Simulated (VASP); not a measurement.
# Ir (P6_3/mmc) in VASP: notebook, part 2 of 2

VASP 6.6.1. Earlier steps stand in the parts before.

### 4 Single point, PBE (volume scaled by 0.88)

The input, INCAR:

```
SYSTEM = Ir
  PREC = Accurate
  ENCUT = 520
  EDIFF = 1E-6
  ISMEAR = -1
  SIGMA = 0.1
  LREAL = .FALSE.
  LASPH = .TRUE.
  NELM = 60
  ALGO = Normal
  ISIF = 2
  LWAVE = .FALSE.
  LCHARG = .FALSE.
  GGA = PE
  NBANDS = 16
```

The input, KPOINTS:

```
regular mesh
0
G
  15 15 8
  0 0 0
```

The input, POSCAR:

```
Ir
1.0
    2.6339637204      0.0000000000      0.0000000000
   -1.3169818602      2.2810794945      0.0000000000
    0.0000000000      0.0000000000      4.2719681008
Ir
2
Direct
    0.3333333333      0.6666666667      0.2500000000
    0.6666666667      0.3333333333      0.7500000000
```

Potentials or basis: VASP PAW PBE potentials, release 64 (Ir).

The run is started by

```
> cat potpaw_PBE.64/Ir/POTCAR > POTCAR
> mpirun -np 1 vasp_std > vasp.out
```

OUTCAR:

```text
SYSTEM = Ir
   PREC = Accurate
   ENCUT = 520
   EDIFF = 1E-6
   ISMEAR = -1
   LREAL = .FALSE.
   LASPH = .TRUE.
   NELM = 60
   ISIF = 2
   GGA = PE

 ion  position               nearest neighbor table
   1  0.333  0.667  0.250-   2 2.62   2 2.62   2 2.62   2 2.62   2 2.62   2 2.62
   2  0.667  0.333  0.750-   1 2.62   1 2.62   1 2.62   1 2.62   1 2.62   1 2.62

  LATTYP: Found a hexagonal cell.
 ALAT       =     2.6339637204
 C/A-ratio  =     1.6218781101

  Lattice vectors:

 A1 = (   2.6339637204,   0.0000000000,   0.0000000000)
 A2 = (  -1.3169818602,   2.2810794945,   0.0000000000)
 A3 = (   0.0000000000,   0.0000000000,   4.2719681008)

Analysis of symmetry for initial positions (statically):
=====================================================================
 Subroutine PRICEL returns:
 Original cell was already a primitive cell.

 Routine SETGRP: Setting up the symmetry group for a
 hexagonal supercell.

 Subroutine GETGRP returns: Found 24 space group operations
[... 160 lines left out ...]
  ---------------------------------------------------
  ext. energy  EPLUGINS =         0.00000000
  ---------------------------------------------------
  free energy    TOTEN  =       -16.99827495 eV

  energy without entropy =      -16.93410106  energy(sigma->0) =      -16.96618801

 E-fermi :  12.3442     XC(G=0): -14.5741

 val. band max:       12.3358292353   @ k =   0.3333   0.1333   0.3750
 cond. band min:      12.3457037175   @ k =   0.2000   0.0667   0.3750
 fundamental gap:      0.0098744821
 Fermi energy:        12.3442499091

 k-point     1 :       0.0000    0.0000    0.0000
  band No.  band energies     occupation
      1      -0.0184      2.00000
      2       3.0099      2.00000
      3       7.7308      2.00000
      4       7.8328      2.00000
      5       7.8328      2.00000
      6       8.6135      2.00000
[... 433 lines left out ...]
      3       4.9315      2.00000
      4       7.1823      2.00000
      5       7.2363      2.00000
      6       7.8756      2.00000
[... 8 lines left out ...]
     15      25.5728      0.00000
     16      26.6322      0.00000

 [... further k-points ...]
[... 5 lines left out ...]
  --------------------------------------------------------------------------------------
  -------------------------------------------------------------------------------------
  Total        9.8050919      9.8050919      9.9874886      0.0000000      0.0000000      0.0000000
  in kB      612.0459688    612.0459688    623.4313932      0.0000000      0.0000000      0.0000000
  external PRESSURE =     615.8411103 kB  Pullay stress =       0.0000000 kB

 VOLUME and BASIS-vectors are now :
 -----------------------------------------------------------------------------
  energy-cutoff  :      520.00
  volume of cell :       25.67
      direct lattice vectors                 reciprocal lattice vectors
     2.633963720  0.000000000  0.000000000     0.379655951  0.219194465  0.000000000
    -1.316981860  2.281079495  0.000000000     0.000000000  0.438388931  0.000000000
     0.000000000  0.000000000  4.271968101     0.000000000  0.000000000  0.234084145

 POSITION                                       TOTAL-FORCE (eV/Angst)
 -----------------------------------------------------------------------------------
     -0.00000      1.52072      1.06799        -0.000000      0.000000      0.000000
      1.31698      0.76036      3.20398         0.000000     -0.000000      0.000000
 -----------------------------------------------------------------------------------
    total drift:                                0.000000     -0.000000     -0.000000

  FREE ENERGIE OF THE ION-ELECTRON SYSTEM (eV)
  ---------------------------------------------------
  free  energy   TOTEN  =       -16.9982749535 eV

  energy  without entropy=      -16.9341010569  energy(sigma->0) =      -16.96618801
```

OSZICAR:

```text
N       E                     dE             d eps       ncg     rms          rms(c)
DAV:   1     0.149470626261E+03    0.14947E+03   -0.85569E+03  4320   0.115E+03
DAV:   2    -0.143630532223E+02   -0.16383E+03   -0.14866E+03  4320   0.319E+02
DAV:   3    -0.179412376641E+02   -0.35782E+01   -0.35439E+01  5752   0.567E+01
DAV:   4    -0.179815286859E+02   -0.40291E-01   -0.40281E-01  5056   0.499E+00
DAV:   5    -0.179826262922E+02   -0.10976E-02   -0.10976E-02  6056   0.856E-01    0.291E+01
DAV:   6    -0.172167208130E+02    0.76591E+00   -0.73375E-01  5656   0.115E+01    0.133E+01
DAV:   7    -0.170107733459E+02    0.20595E+00   -0.34976E-01  5840   0.755E+00    0.190E+00
DAV:   8    -0.169985444314E+02    0.12229E-01   -0.11299E-02  5112   0.120E+00    0.210E-01
DAV:   9    -0.169982622099E+02    0.28222E-03   -0.10941E-03  6080   0.431E-01    0.383E-02
DAV:  10    -0.169982731005E+02   -0.10891E-04   -0.15274E-05  5520   0.334E-02    0.184E-02
DAV:  11    -0.169982751999E+02   -0.20994E-05   -0.12648E-06  4824   0.121E-02    0.189E-03
DAV:  12    -0.169982749535E+02    0.24635E-06   -0.17943E-07  3216   0.456E-03
   1 F= -.16998275E+02 E0= -.16966188E+02  d E =-.641739E-01
```

stdout:

```text
POSCAR found type information on POSCAR Ir
 POSCAR found :  1 types and       2 ions
 scaLAPACK will be used
 LDA part: xc-table for (Slater+PW92), standard interpolation
 POSCAR, INCAR and KPOINTS ok, starting setup
 FFT: planning ... GRIDC
 FFT: planning ... GRID_SOFT
 FFT: planning ... GRID
 WAVECAR not read
 entering main loop
```

It took 44 s on 1 thread of Intel Xeon 6975P-C, shared host; peak memory 0.17 GiB.

Results:

```
Free energy            : -16.9983 eV
Pressure               : 61.6 GPa
Band gap on the k mesh : zero (band 9 reaches 13.52 eV, above the bottom of band 10 at 9.65 eV)
```

Stress tensor (GPa, compression positive):
```
61.20  0.00  0.00
 0.00 61.20  0.00
 0.00  0.00 62.34
```

Caveat: spin-orbit coupling is left out, which moves the levels of the heavy elements.

### 5 Single point, PBE (volume scaled by 0.92)

The input, INCAR:

```
SYSTEM = Ir
ALGO = Normal
EDIFF = 1E-6
ENCUT = 520
GGA = PE
ISIF = 2
ISMEAR = -1
LASPH = .True.
LCHARG = .False.
LREAL = .False.
LWAVE = .False.
NBANDS = 16
NELM = 100
PREC = Accurate
SIGMA = 0.1
```

The input, KPOINTS:

```
k-points
0
Gamma
  15 15 8
  0 0 0
```

The input, POSCAR:

```
Ir
1.0
    2.6732824085      0.0000000000      0.0000000000
   -1.3366412042      2.3151304772      0.0000000000
    0.0000000000      0.0000000000      4.3357382203
Ir
2
Direct
    0.3333333333      0.6666666667      0.2500000000
    0.6666666667      0.3333333333      0.7500000000
```

The run is started by

```
> cat potpaw_PBE.64/Ir/POTCAR > POTCAR
> mpirun -np 1 vasp_std > vasp.out
```

It used 34 s of CPU time on 1 thread of Intel Xeon 6975P-C (shared host).

The run converged. Its results:

| Item | Value |
| --- | --- |
| Free energy | -17.3503 eV |
| Pressure | 36.0 GPa |
| Band gap on the k mesh | zero (band 9 reaches 12.57 eV, above the bottom of band 10 at 8.98 eV) |

Stress tensor (GPa, compression positive):
```
35.82  0.00  0.00
 0.00 35.82  0.00
 0.00  0.00 36.39
```

Levels at points of the mesh, in eV from the Fermi level:
```csv
k point,band 5,band 6,band 7,band 8,band 9,band 10,band 11,band 12,band 13,band 14
"(0.00, 0.00, 0.00)",-4.20,-3.48,-3.48,-2.60,-2.60,-0.98,0.29,0.29,7.60,14.13
"(0.00, 0.00, 0.50)",-4.33,-4.33,-4.33,-4.33,-0.51,-0.51,-0.51,-0.51,13.63,13.63
```

Caveat: spin-orbit coupling is left out, which moves the levels of the heavy elements.

### 6 Single point, PBE (volume scaled by 0.96)

The input, INCAR:

```
PREC = Accurate ; ENCUT = 520
EDIFF = 1E-7 ; ISMEAR = -1
SIGMA = 0.1 ; LREAL = False
LASPH = True ; NELM = 100
ALGO = Normal ; ISIF = 2
LWAVE = False ; LCHARG = False
GGA = PE ; NBANDS = 16
```

The input, KPOINTS:

```
Automatic mesh
0
Gamma
  15 15 8
```

The input, POSCAR:

```
Ir
1.0
    2.7114773175      0.0000000000      0.0000000000
   -1.3557386588      2.3482082387      0.0000000000
    0.0000000000      0.0000000000      4.3976857072
Ir
2
Direct
    0.3333333333      0.6666666667      0.2500000000
    0.6666666667      0.3333333333      0.7500000000
```

Potentials or basis: VASP PAW PBE potentials, release 64 (Ir).

The run is started by

```
> cat potpaw_PBE.64/Ir/POTCAR > POTCAR
> mpirun -np 1 vasp_std > vasp.out
```

OUTCAR:

```text
PREC = Accurate
   ENCUT = 520
   EDIFF = 1E-7
   ISMEAR = -1
   LREAL = False
   LASPH = True
   NELM = 100
   ISIF = 2
   GGA = PE

 ion  position               nearest neighbor table
   1  0.333  0.667  0.250-   2 2.70   2 2.70   2 2.70   2 2.70   2 2.70   2 2.70
   2  0.667  0.333  0.750-   1 2.70   1 2.70   1 2.70   1 2.70   1 2.70   1 2.70

  LATTYP: Found a hexagonal cell.
 ALAT       =     2.7114773175
 C/A-ratio  =     1.6218781101

  Lattice vectors:

[... 642 lines left out ...]
 [... further k-points ...]

------------------------ aborting loop because EDIFF is reached ----------------------------------------

  FORCE on cell =-STRESS in cart. coord.  units (eV):
  Direction    XX          YY          ZZ          XY          YZ          ZX
  --------------------------------------------------------------------------------------
  -------------------------------------------------------------------------------------
  Total        2.7843897      2.7843897      2.8112660     -0.0000000     -0.0000000      0.0000000
  in kB      159.3212985    159.3212985    160.8591410     -0.0000000     -0.0000000      0.0000000
  external PRESSURE =     159.8339127 kB  Pullay stress =       0.0000000 kB

 VOLUME and BASIS-vectors are now :
 -----------------------------------------------------------------------------
  energy-cutoff  :      520.00
  volume of cell :       28.00
      direct lattice vectors                 reciprocal lattice vectors
     2.711477317  0.000000000  0.000000000     0.368802643  0.212928305  0.000000000
    -1.355738659  2.348208239  0.000000000     0.000000000  0.425856610  0.000000000
     0.000000000  0.000000000  4.397685707     0.000000000  0.000000000  0.227392330

 POSITION                                       TOTAL-FORCE (eV/Angst)
 -----------------------------------------------------------------------------------
     -0.00000      1.56547      1.09942        -0.000000     -0.000000      0.000000
      1.35574      0.78274      3.29826         0.000000      0.000000      0.000000
 -----------------------------------------------------------------------------------
    total drift:                                0.000000     -0.000000     -0.000000

  FREE ENERGIE OF THE ION-ELECTRON SYSTEM (eV)
  ---------------------------------------------------
  free  energy   TOTEN  =       -17.5372192643 eV

  energy  without entropy=      -17.4626036911  energy(sigma->0) =      -17.49991148
```

OSZICAR:

```text
N       E                     dE             d eps       ncg     rms          rms(c)
DAV:   1     0.142869218171E+03    0.14287E+03   -0.84834E+03  4320   0.113E+03
DAV:   2    -0.149519239820E+02   -0.15782E+03   -0.14269E+03  4320   0.310E+02
DAV:   3    -0.185640462796E+02   -0.36121E+01   -0.35692E+01  5920   0.556E+01
DAV:   4    -0.186035233986E+02   -0.39477E-01   -0.39467E-01  4896   0.492E+00
DAV:   5    -0.186046052228E+02   -0.10818E-02   -0.10818E-02  6064   0.845E-01    0.228E+01
DAV:   6    -0.177281085569E+02    0.87650E+00   -0.10364E+00  5424   0.133E+01    0.968E+00
DAV:   7    -0.175494289092E+02    0.17868E+00   -0.36899E-01  5872   0.753E+00    0.207E+00
DAV:   8    -0.175408261333E+02    0.86028E-02   -0.62698E-03  4944   0.748E-01    0.979E-01
DAV:   9    -0.175372058629E+02    0.36203E-02   -0.44389E-03  5728   0.844E-01    0.175E-02
DAV:  10    -0.175372142566E+02   -0.83937E-05   -0.27672E-05  6048   0.442E-02    0.143E-02
DAV:  11    -0.175372191913E+02   -0.49347E-05   -0.26533E-06  5656   0.138E-02    0.135E-03
DAV:  12    -0.175372192643E+02   -0.72977E-07   -0.87831E-08  4544   0.238E-03
   1 F= -.17537219E+02 E0= -.17499911E+02  d E =-.746156E-01
```

It took 58 s on 1 thread of Intel Xeon 6975P-C, shared host; peak memory 0.18 GiB.

Results:

```yaml
Free_energy: -17.5372 eV
Pressure: 16.0 GPa
Band_gap_on_the_k_mesh: zero (band 9 reaches 11.71 eV, above the bottom of band 10 at 8.36 eV)
```

Caveat: spin-orbit coupling is left out, which moves the levels of the heavy elements.

### 7 Overview

```csv
spin,cell,k mesh,smearing,gap on the mesh (eV),pressure (GPa)
off,"a = 2.749, b = 2.749, c = 4.458 Å, angles 90.0, 90.0, 120.0°, 2 atoms",7 × 7 × 4,fermi-dirac 0.1 eV,none,-0.8
"collinear, ferromagnetic start","a = 2.746, b = 2.746, c = 4.462 Å, angles 90.0, 90.0, 120.0°, 2 atoms",13 × 13 × 7,fermi-dirac 0.05 eV,none,0.5
off,"a = 2.634, b = 2.634, c = 4.272 Å, angles 90.0, 90.0, 120.0°, 2 atoms",15 × 15 × 8,fermi-dirac 0.1 eV,none,61.6
off,"a = 2.673, b = 2.673, c = 4.336 Å, angles 90.0, 90.0, 120.0°, 2 atoms",15 × 15 × 8,fermi-dirac 0.1 eV,none,36.0
off,"a = 2.711, b = 2.711, c = 4.398 Å, angles 90.0, 90.0, 120.0°, 2 atoms",15 × 15 × 8,fermi-dirac 0.1 eV,none,16.0
```

Alike in all rows: task single point; level PBE; potentials or basis VASP PAW PBE potentials, release 64 (Ir); cutoff (eV) 520.

Caveats: some runs use coarse meshes; spin-orbit coupling is left out, which moves the levels of the heavy elements.

Absolute energies hang on the potentials; compare differences alone.
